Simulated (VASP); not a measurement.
Set up this calculation in VASP 6.6.1, as the native input.

- Task: single point
- Functional: PBE
- Potentials or basis: VASP PAW PBE potentials, release 64 (Sr_sv)
- Cutoff: 520 eV
- k mesh: 10 × 10 × 4
- Occupations: gaussian, width 0.1 eV
- Spin: no spin polarisation
- Dipole correction: no
- Further INCAR settings: ALGO = Normal; EDIFF = 1e-06; NBANDS = 22

The structure of Sr lies in POSCAR:

```
Sr
1.0
    3.7793803722     -2.1931930658      0.0130210772
    3.7577440267      2.1557556538     -0.0018647285
   -2.5259072628     -0.0237710672     10.6364854835
Sr
3
Direct
    0.0418221556     -0.0565539772      0.4761014784
    0.1826973377      0.2559860546      0.1700204482
    0.7754828176      0.8005656117      0.8538780734
```

This cell differs from its parent crystal: atoms moved at random and the cell strained at random.

The input as run:

INCAR

```
SYSTEM = Sr
PREC = Accurate ; ENCUT = 520
EDIFF = 1E-6 ; ISMEAR = 0
SIGMA = 0.1 ; LREAL = .FALSE.
LASPH = .TRUE. ; NELM = 100
ALGO = Normal ; ISIF = 2
LWAVE = .FALSE. ; LCHARG = .FALSE.
GGA = PE ; NBANDS = 22
```

KPOINTS

```
regular mesh
0
G
  10 10 4
  0 0 0
```

Potentials or basis: VASP PAW PBE potentials, release 64 (Sr_sv).

Launch:

```console
$ cat potpaw_PBE.64/Sr_sv/POTCAR > POTCAR
$ mpirun -np 1 vasp_std > vasp.out
```

Results of the run:

| Item | Value |
| --- | --- |
| Pressure | -0.3 GPa |
| Largest force | 0.466 eV/Å |
| Band gap on the k mesh | zero (band 15 reaches 1.51 eV, above the bottom of band 16 at 1.38 eV) |

Caveat: the cell differs from its parent crystal (atoms moved at random and the cell strained at random).

Wall time 5.7 min on 1 thread of AMD EPYC 9R45 96-Core Processor (Zen 5) (shared host), peak memory 0.69 GiB.
